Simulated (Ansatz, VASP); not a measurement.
## One calculation of SnSe2, two programs

```xyz
3
Lattice="3.8110 0.0000 0.0000 -1.9055 3.3004 0.0000 0.0000 0.0000 6.1360" Properties=species:S:1:pos:R:3 pbc="T T T"
Sn    0.0000    0.0000    0.0000
Se    1.9055    1.1001    4.6081
Se    0.0000    2.2003    1.5279
```

Alike in both runs: task relaxation of cell and atoms; functional LDA; k mesh 8 × 8 × 5; occupations fermi-dirac, width 0.05 eV; no spin polarisation.

|  | VASP | Ansatz |
| --- | --- | --- |
| version | VASP 6.6.1 | Ansatz 0.2.0 |
| potentials or method | VASP PAW LDA potentials, release 64 (Sn_d, Se) | Ansatz PAW |
| plane-wave cutoff (eV) | 600 | 420 |
| valence electrons in the cell | 26 | 46 |

```csv
,VASP,Ansatz,Ansatz less VASP
relaxed volume (Å³/atom),24.65,24.57,-0.081
relaxed cell length with the largest relative difference (Å),3.806,3.801,-0.0043
```

LDA's correlation is that of Perdew and Zunger in VASP and of Perdew and Wang (1992) in Ansatz. VASP's potentials hold 26 valence electrons a cell and Ansatz's 46, so a difference there can come from the potentials and not from the codes.

Noted on Ansatz's run: the plane-wave basis is chosen anew once the cell has moved, so the energies of steps on either side of that aren't comparable.
